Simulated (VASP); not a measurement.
# P (Cmce) in VASP: notebook

The runs below take P through single point, with PBE.

All numbers are computed with VASP 6.6.1; they aren't measurements. Logs are shortened: lines on timing, memory, paths and dates and some standing lists are left out, and cuts for length are marked.

**1. The cell of the first run**

Symmetry: Cmce, No. 64, orthorhombic system. The conventional cell has a = 3.295 Å, b = 10.930 Å, c = 4.544 Å, α = 90.00°, β = 90.00°, γ = 90.00°. P (site symmetry m) has 3 P at 2.20 to 2.25 Å within 2.9 Å.

**2. Single point, PBE**

INCAR reads:

```
PREC = Accurate
ENCUT = 520
EDIFF = 1E-6
ISMEAR = -1
SIGMA = 0.05
LREAL = F
LASPH = T
NELM = 80
ALGO = Normal
ISIF = 2
LWAVE = F
LCHARG = F
GGA = PE
NBANDS = 18
```

KPOINTS reads:

```
Automatic mesh
0
Gamma
  5 5 4
```

POSCAR reads:

```
P
1.0
    1.6477431241     -5.4650377251      0.0000000000
    1.6477431241      5.4650377251      0.0000000000
    0.0000000000      0.0000000000      4.5436355900
P
4
Direct
    0.9041431300      0.0958568700      0.5888151700
    0.0958568700      0.9041431300      0.4111848300
    0.5958568700      0.4041431300      0.0888151700
    0.4041431300      0.5958568700      0.9111848300
```

Potentials or basis: VASP PAW PBE potentials, release 64 (P).

Run with:

```
cat potpaw_PBE.64/P/POTCAR > POTCAR
mpirun -np 1 vasp_std > vasp.out
```

OUTCAR:

```text
PREC = Accurate
   ENCUT = 520
   EDIFF = 1E-6
   ISMEAR = -1
   LREAL = F
   LASPH = T
   NELM = 80
   ISIF = 2
   GGA = PE

 ion  position               nearest neighbor table
   1  0.904  0.096  0.589-   4 2.20   4 2.20   2 2.25
   2  0.096  0.904  0.411-   3 2.20   3 2.20   1 2.25
   3  0.596  0.404  0.089-   2 2.20   2 2.20   4 2.25
   4  0.404  0.596  0.911-   1 2.20   1 2.20   3 2.25

  LATTYP: Found a base centered orthorhombic cell.
 ALAT       =     3.2954862482
 B/A-ratio  =     3.3166806435
 C/A-ratio  =     1.3787451222

  Lattice vectors:

 A1 = (   1.6477431241,  -5.4650377251,   0.0000000000)
 A2 = (   1.6477431241,   5.4650377251,   0.0000000000)
 A3 = (   0.0000000000,   0.0000000000,   4.5436355900)

Analysis of symmetry for initial positions (statically):
=====================================================================
 Subroutine PRICEL returns:
 Original cell was already a primitive cell.

 Routine SETGRP: Setting up the symmetry group for a
 base centered orthorhombic supercell.

 Subroutine GETGRP returns: Found  8 space group operations
 (whereof  4 operations were pure point group operations)
 out of a pool of  8 trial point group operations.

The static configuration has the point symmetry C_2h.
 The point group associated with its full space group is D_2h.

Analysis of symmetry for dynamics (positions and initial velocities):
=====================================================================
 Subroutine PRICEL returns:
 Original cell was already a primitive cell.

 Routine SETGRP: Setting up the symmetry group for a
 base centered orthorhombic supercell.

 Subroutine GETGRP returns: Found  8 space group operations
 (whereof  4 operations were pure point group operations)
 out of a pool of  8 trial point group operations.

The dynamic configuration has the point symmetry C_2h.
 The point group associated with its full space group is D_2h.

 Subroutine INISYM returns: Found  8 space group operations
 (whereof  4 operations are pure point group operations),
 and found     1 'primitive' translations

----------------------------------------------------------------------------------------

                                     Primitive cell

  volume of cell :      81.8307

  direct lattice vectors                    reciprocal lattice vectors
     1.647743124 -5.465037725  0.000000000     0.303445357 -0.091490677  0.000000000
     1.647743124  5.465037725  0.000000000     0.303445357  0.091490677  0.000000000
     0.000000000  0.000000000  4.543635590     0.000000000  0.000000000  0.220088073
[... 80 lines left out ...]
   ISTART =      0    job   : 0-new  1-cont  2-samecut
   ICHARG =      2    charge: 1-file 2-atom 10-const
   ISPIN  =      1    spin polarized calculation?
   LNONCOLLINEAR =      F non collinear calculations
   LSORBIT =      F    spin-orbit coupling
   LASPH  =      T    aspherical Exc in radial PAW
   ENCUT  =  520.0 eV  38.22 Ry    6.18 a.u.  10.61 10.61  8.45*2*pi/ulx,y,z
   NELM   =     80;   NELMIN=  2; NELMDL= -5     # of ELM steps
   EDIFF  = 0.1E-05   stopping-criterion for ELM
   LREAL  =      F    real-space projection
   EDIFFG = 0.1E-04   stopping-criterion for IOM
   NSW    =      0    number of steps for IOM
   IBRION =     -1    ionic relax: 0-MD 1-quasi-New 2-CG
   NFREE  =      0    steps in history (QN), initial steepest desc. (CG)
   ISIF   =      2    stress and relaxation
   ISYM   =      2    0-nonsym 1-usesym 2-fastsym
   POTIM  = 0.5000    time-step for ionic-motion
   TEBEG  =    0.0;   TEEND  =   0.0 temperature during run
   PSTRESS=    0.0 pullay stress
   NELECT =      20.0000    total number of electrons
   NUPDOWN=      -1.0000    fix difference up-down
   EMIN   =  10.00;   EMAX   =-10.00  energy-range for DOS
   EFERMI =   0.00;   METHOD = LEGACY
   ISMEAR =    -1;   SIGMA  =   0.05  broadening in eV -4-tet -1-fermi 0-gaus
   EFERMI_NEDOS =   21; number of points for ismear=-14 and -15
   IALGO  =     38    algorithm
   IMIX   =      4    mixing-type and parameters
     AMIX     =   0.40;   BMIX     =  1.00
     AMIX_MAG =   1.60;   BMIX_MAG =  1.00
  volume/ion in A,a.u.               =      20.46       138.06
  Fermi-wavevector in a.u.,A,eV,Ry     =   1.023559  1.934246 14.254450  1.047673
  Thomas-Fermi vector in A             =   2.157299
   LORBIT       =      0    0 simple, 1 ext, 2 COOP (PROOUT), +10 PAW based schemes
   GGA     = PE    functional components
[... 5 lines left out ...]
 non-spin polarized calculation
  energy-cutoff  :      520.00
  volume of cell :       81.83
 maximum number of plane-waves:      2221
   NGX = 21   NGY = 21   NGZ = 17

 number of electron      20.0000004 magnetization

 Free energy of the ion-electron system (eV)
  ---------------------------------------------------
  ext. energy  EPLUGINS =         0.00000000
  ---------------------------------------------------
  free energy    TOTEN  =       -21.45694443 eV

  energy without entropy =      -21.45668743  energy(sigma->0) =      -21.45681593

 E-fermi :   5.9836     XC(G=0):  -9.4235

 val. band max:        5.7597692242   @ k =  -0.4000   0.4000   0.0000
 cond. band min:       6.2118231216   @ k =  -0.4000   0.4000   0.0000
 fundamental gap:      0.4520538974
 Fermi energy:         5.9836121319

 k-point     1 :       0.0000    0.0000    0.0000
  band No.  band energies     occupation
      1      -9.9400      2.00000
      2      -7.1952      2.00000
      3      -3.9214      2.00000
      4      -0.8987      2.00000
      5       0.9166      2.00000
      6       0.9793      2.00000
[... 481 lines left out ...]
      5       0.2048      2.00000
      6       0.2048      2.00000
[... 10 lines left out ...]
     17      11.7772      0.00000
     18      11.7772      0.00000

 [... further k-points ...]
[... 5 lines left out ...]
  --------------------------------------------------------------------------------------
  -------------------------------------------------------------------------------------
  Total        1.1686108      0.7236255      0.8344953      0.0000000     -0.0000000      0.0000000
  in kB       22.8804371     14.1679906     16.3387313      0.0000000     -0.0000000      0.0000000
  external PRESSURE =      17.7957197 kB  Pullay stress =       0.0000000 kB

 VOLUME and BASIS-vectors are now :
 -----------------------------------------------------------------------------
  energy-cutoff  :      520.00
  volume of cell :       81.83
      direct lattice vectors                 reciprocal lattice vectors
     1.647743124 -5.465037725  0.000000000     0.303445357 -0.091490677  0.000000000
     1.647743124  5.465037725  0.000000000     0.303445357  0.091490677  0.000000000
     0.000000000  0.000000000  4.543635590     0.000000000  0.000000000  0.220088073

 POSITION                                       TOTAL-FORCE (eV/Angst)
 -----------------------------------------------------------------------------------
      1.64774     -4.41731      2.67536         0.000000      0.103703     -0.264335
      1.64774      4.41731      1.86827         0.000000     -0.103703      0.264335
      1.64774     -1.04772      0.40354         0.000000     -0.103703     -0.264335
      1.64774      1.04772      4.14009         0.000000      0.103703      0.264335
 -----------------------------------------------------------------------------------
    total drift:                               -0.000000     -0.000000      0.000000

  FREE ENERGIE OF THE ION-ELECTRON SYSTEM (eV)
  ---------------------------------------------------
  free  energy   TOTEN  =       -21.4569444254 eV

  energy  without entropy=      -21.4566874274  energy(sigma->0) =      -21.45681593
```

stdout:

```text
POSCAR found type information on POSCAR P
 POSCAR found :  1 types and       4 ions
 scaLAPACK will be used
 LDA part: xc-table for (Slater+PW92), standard interpolation
 POSCAR, INCAR and KPOINTS ok, starting setup
 FFT: planning ... GRIDC
 FFT: planning ... GRID_SOFT
 FFT: planning ... GRID
 WAVECAR not read
 entering main loop
```

Run time: 20 s. Hardware: 1 thread of Intel Xeon 6975P-C (Granite Rapids), shared host; peak memory 0.22 GiB.

What came out:

```yaml
Free_energy: -21.4569 eV
Pressure: 1.8 GPa
Largest_force: 0.284 eV/Å
Band_gap_on_the_k_mesh: 0.45 eV, direct
```

Forces on the atoms (eV/Å):
```
P    0.000  0.104 -0.264
P    0.000 -0.104  0.264
P    0.000 -0.104 -0.264
P    0.000  0.104  0.264
```

Stress tensor (GPa, compression positive):
```
2.29 0.00 0.00
0.00 1.42 0.00
0.00 0.00 1.63
```

A k mesh can miss the band edges. PBE gaps usually lie below the measured ones, often by a third to a half.

**3. Single point, PBE**

This run uses another cell than the first one, of 13.64 Å³/atom, 0.667 times its volume.

INCAR reads:

```
SYSTEM = P
PREC = Accurate ; ENCUT = 520
EDIFF = 1E-6 ; ISMEAR = -1
SIGMA = 0.05 ; LREAL = .False.
LASPH = .True. ; NELM = 60
ALGO = Normal ; ISIF = 2
LWAVE = .False. ; LCHARG = .False.
GGA = PE ; NBANDS = 18
```

KPOINTS reads:

```
Automatic mesh
0
Gamma
  8 8 6
  0 0 0
```

POSCAR reads:

```
P
1.0
    1.6581770474     -4.6923314824      0.0000000000
    1.6581770474      4.6923314824      0.0000000000
    0.0000000000      0.0000000000      3.5055732824
P
4
Direct
    0.8830055764      0.1169944236      0.5403867856
    0.1169944236      0.8830055764      0.4596132144
    0.6169944236      0.3830055764      0.0403867856
    0.3830055764      0.6169944236      0.9596132144
```

Potentials or basis: VASP PAW PBE potentials, release 64 (P).

Run with:

```
cat potpaw_PBE.64/P/POTCAR > POTCAR
mpirun -np 1 vasp_std > vasp.out
```

Wall time 32 s (1 thread of Intel Xeon 6975P-C (Granite Rapids), shared host); peak memory 0.22 GiB.

It converged, with:

```yaml
Free_energy: -20.4081 eV
Pressure: 19.6 GPa
Largest_force: 0.069 eV/Å
Band_gap_on_the_k_mesh: zero (band 10 reaches 11.33 eV, above the bottom of band 11 at 9.72 eV)
```

Forces on the atoms (eV/Å):
```
P    0.000 -0.047  0.051
P    0.000  0.047 -0.051
P    0.000  0.047  0.051
P    0.000 -0.047 -0.051
```

Stress tensor (GPa, compression positive):
```
19.60  0.00  0.00
 0.00 19.45  0.00
 0.00  0.00 19.63
```

Levels at points of the mesh, in eV from the Fermi level:
| k point | band 8 | band 9 | band 10 | band 11 | band 12 | band 13 |
| --- | --- | --- | --- | --- | --- | --- |
| (0.00, 0.00, 0.00) | -2.72 | -2.37 | -1.02 | 1.87 | 2.22 | 2.89 |
| (0.50, 0.00, 0.00) | -2.54 | -1.78 | -1.78 | 0.28 | 0.28 | 1.91 |
| (0.50, 0.50, 0.00) | -2.76 | -2.13 | -1.56 | -0.42 | 1.78 | 3.18 |
| (0.00, 0.00, 0.50) | -2.82 | 0.05 | 0.05 | 0.37 | 0.37 | 1.28 |
| (0.50, 0.00, 0.50) | -6.87 | -2.39 | -2.39 | 1.22 | 1.22 | 7.19 |
| (0.50, 0.50, 0.50) | -1.97 | -0.53 | -0.53 | 0.92 | 0.92 | 1.66 |

**4. Single point, PBE**

This run uses another cell than the first one, of 15.26 Å³/atom, 0.746 times its volume.

INCAR reads:

```
PREC     = Accurate       # precision mode
ENCUT    = 520            # plane-wave cutoff, eV
EDIFF    = 1E-7           # SCF threshold, eV
ISMEAR   = -1             # smearing method
SIGMA    = 0.05           # smearing width, eV
LREAL    = F              # projectors in reciprocal space
LASPH    = T              # aspherical terms in the spheres
NELM     = 60             # most SCF steps
ALGO     = Normal         # electronic algorithm
ISIF     = 2              # what is computed and relaxed
LWAVE    = F              # write WAVECAR
LCHARG   = F              # write CHGCAR
GGA      = PE             # functional
NBANDS   = 18             # bands
```

KPOINTS reads:

```
regular mesh
0
Gamma
  8 8 6
```

POSCAR reads:

```
P
1.0
    1.6681570592     -4.8933066407      0.0000000000
    1.6681570592      4.8933066407      0.0000000000
    0.0000000000      0.0000000000      3.7399451250
P
4
Direct
    0.8875528402      0.1124471598      0.5526501241
    0.1124471598      0.8875528402      0.4473498759
    0.6124471598      0.3875528402      0.0526501241
    0.3875528402      0.6124471598      0.9473498759
```

Run with:

```
cat potpaw_PBE.64/P/POTCAR > POTCAR
mpirun -np 1 vasp_std > vasp.out
```

Run time: 40 s. Hardware: 1 thread of Intel Xeon 6975P-C (Granite Rapids), shared host; peak memory 0.22 GiB.

The run converged. Its results:

| Item | Value |
| --- | --- |
| Free energy | -21.0020 eV |
| Pressure | 9.6 GPa |
| Largest force | 0.068 eV/Å |
| Band gap on the k mesh | zero (band 10 reaches 9.58 eV, above the bottom of band 11 at 8.66 eV) |

Forces on the atoms (eV/Å):
```
P    0.000 -0.047  0.050
P    0.000  0.047 -0.050
P    0.000  0.047  0.050
P    0.000 -0.047 -0.050
```

Stress tensor (GPa, compression positive):
```
9.67 0.00 0.00
0.00 9.55 0.00
0.00 0.00 9.65
```

Levels at points of the mesh, in eV from the Fermi level:
| k point | band 6 | band 7 | band 8 | band 9 | band 10 | band 11 | band 12 | band 13 | band 14 | band 15 |
| --- | --- | --- | --- | --- | --- | --- | --- | --- | --- | --- |
| (0.00, 0.00, 0.00) | -4.52 | -3.36 | -3.22 | -2.77 | -1.17 | 1.42 | 1.89 | 2.00 | 4.50 | 6.07 |
| (0.50, 0.00, 0.00) | -4.68 | -2.81 | -2.81 | -2.43 | -2.43 | 0.32 | 0.32 | 1.49 | 1.49 | 3.75 |
| (0.50, 0.50, 0.00) | -5.04 | -4.42 | -2.54 | -2.23 | -1.22 | -0.03 | 1.15 | 2.80 | 4.02 | 5.52 |
| (0.00, 0.00, 0.50) | -5.88 | -3.04 | -3.04 | -0.32 | -0.32 | 1.11 | 1.11 | 1.38 | 1.38 | 6.40 |
| (0.50, 0.00, 0.50) | -6.87 | -6.33 | -6.33 | -2.46 | -2.46 | 1.33 | 1.33 | 6.46 | 6.46 | 6.95 |
| (0.50, 0.50, 0.50) | -3.23 | -2.29 | -2.29 | -0.81 | -0.81 | 0.96 | 0.96 | 2.00 | 2.00 | 3.40 |

**5. Single point, PBE**

This run uses another cell than the first one, of 16.87 Å³/atom, 0.824 times its volume.

INCAR reads:

```
PREC = Accurate
ENCUT = 520
EDIFF = 1E-7
ISMEAR = -1
SIGMA = 0.05
LREAL = F
LASPH = T
NELM = 60
ALGO = Normal
ISIF = 2
LWAVE = F
LCHARG = T
GGA = PE
LELF = T
LVHAR = T
NBANDS = 18
```

KPOINTS is that of step 4.

POSCAR reads:

```
P
1.0
    1.6636600579     -5.0308065786      0.0000000000
    1.6636600579      5.0308065786      0.0000000000
    0.0000000000      0.0000000000      4.0302691517
P
4
Direct
    0.8915620103      0.1084379897      0.5659765678
    0.1084379897      0.8915620103      0.4340234322
    0.6084379897      0.3915620103      0.0659765678
    0.3915620103      0.6084379897      0.9340234322
```

Run with:

```
cat potpaw_PBE.64/P/POTCAR > POTCAR
mpirun -np 1 vasp_std > vasp.out
```

Wall time 41 s (1 thread of Intel Xeon 6975P-C (Granite Rapids), shared host); peak memory 0.23 GiB.

The run converged. Its results:

```yaml
Free_energy: -21.2883 eV
Pressure: 4.7 GPa
Largest_force: 0.061 eV/Å
Band_gap_on_the_k_mesh: zero (band 10 reaches 8.15 eV, above the bottom of band 11 at 7.83 eV)
```

Forces in eV/Å, atoms in the order of the input:
```
P    0.000 -0.043  0.043
P    0.000  0.043 -0.043
P    0.000  0.043  0.043
P    0.000 -0.043 -0.043
```

Stress tensor (GPa, compression positive):
```
4.67 0.00 0.00
0.00 4.60 0.00
0.00 0.00 4.73
```

Levels at points of the mesh, in eV from the Fermi level:
```tsv
k point	band 7	band 8	band 9	band 10	band 11	band 12	band 13	band 14
(0.00, 0.00, 0.00)	-3.99	-2.87	-2.79	-1.34	1.28	1.29	1.88	3.72
(0.50, 0.00, 0.00)	-3.12	-3.12	-2.64	-2.64	0.63	0.63	1.18	1.18
(0.50, 0.50, 0.00)	-4.54	-2.16	-2.04	-0.62	0.36	0.78	2.58	3.37
(0.00, 0.00, 0.50)	-3.07	-3.07	-0.66	-0.66	1.46	1.46	1.91	1.91
(0.50, 0.00, 0.50)	-5.89	-5.89	-2.23	-2.23	1.54	1.54	5.31	5.31
(0.50, 0.50, 0.50)	-2.38	-2.38	-1.07	-1.07	1.23	1.23	2.58	2.58
```

**6. Single point, PBE**

This run uses another cell than the first one, of 18.73 Å³/atom, 0.915 times its volume.

INCAR reads:

```
SYSTEM = P
ALGO = Normal
EDIFF = 1E-6
ENCUT = 520
GGA = PE
ISIF = 2
ISMEAR = -1
LASPH = .TRUE.
LCHARG = .FALSE.
LREAL = .FALSE.
LWAVE = .FALSE.
NBANDS = 18
NELM = 100
PREC = Accurate
SIGMA = 0.05
```

KPOINTS reads:

```
k-points
0
G
  8 8 6
  0 0 0
```

POSCAR reads:

```
P
1.0
    1.6576295468     -5.2239235539      0.0000000000
    1.6576295468      5.2239235539      0.0000000000
    0.0000000000      0.0000000000      4.3253397241
P
4
Direct
    0.8970089218      0.1029910782      0.5778400260
    0.1029910782      0.8970089218      0.4221599740
    0.6029910782      0.3970089218      0.0778400260
    0.3970089218      0.6029910782      0.9221599740
```

Potentials or basis: VASP PAW PBE potentials, release 64 (P).

Run with:

```
cat potpaw_PBE.64/P/POTCAR > POTCAR
mpirun -np 1 vasp_std > vasp.out
```

It took 45 s on 1 thread of Intel Xeon 6975P-C (Granite Rapids), shared host; peak memory 0.25 GiB.

It converged, with:

```yaml
Free_energy: -21.4525 eV
Pressure: 1.7 GPa
Largest_force: 0.058 eV/Å
```

Forces in eV/Å, atoms in the order of the input:
```
P    0.000 -0.042  0.041
P    0.000  0.042 -0.041
P    0.000  0.042  0.041
P    0.000 -0.042 -0.041
```

Levels at points of the mesh, in eV from the Fermi level:
```
           k point  band 7  band 8  band 9  band 10  band 11  band 12  band 13  band 14
(0.00, 0.00, 0.00)   -4.04   -2.93   -2.59    -1.42     0.74     1.14     1.89     3.09
(0.50, 0.00, 0.00)   -3.35   -3.35   -2.73    -2.73     0.77     0.77     1.06     1.06
(0.50, 0.50, 0.00)   -4.24   -2.25   -1.76    -0.22     0.27     0.67     2.29     2.88
(0.00, 0.00, 0.50)   -3.14   -3.14   -1.22    -1.22     1.42     1.42     2.45     2.45
(0.50, 0.00, 0.50)   -5.69   -5.69   -2.06    -2.06     1.60     1.60     4.07     4.07
(0.50, 0.50, 0.50)   -2.62   -2.62   -1.56    -1.56     1.34     1.34     2.51     2.51
```

**7. The runs side by side**

```tsv
cell	k mesh	gap on the mesh (eV)	pressure (GPa)	largest force (eV/Å)
a = 5.708, b = 5.708, c = 4.544 Å, angles 90.0, 90.0, 146.4°, 4 atoms	5 × 5 × 4	0.45	1.8	0.28
a = 4.977, b = 4.977, c = 3.506 Å, angles 90.0, 90.0, 141.1°, 4 atoms	8 × 8 × 6	none	19.6	0.07
a = 5.170, b = 5.170, c = 3.740 Å, angles 90.0, 90.0, 142.4°, 4 atoms	8 × 8 × 6	none	9.6	0.07
a = 5.299, b = 5.299, c = 4.030 Å, angles 90.0, 90.0, 143.4°, 4 atoms	8 × 8 × 6	none	4.7	0.06
a = 5.481, b = 5.481, c = 4.325 Å, angles 90.0, 90.0, 144.8°, 4 atoms	8 × 8 × 6	-	1.7	0.06
```

Alike in all rows: task single point; level PBE; potentials or basis VASP PAW PBE potentials, release 64 (P); no spin polarisation; cutoff (eV) 520; smearing fermi-dirac 0.05 eV.

Total energies depend on the potentials used, so only differences within one code and one set of settings carry meaning.
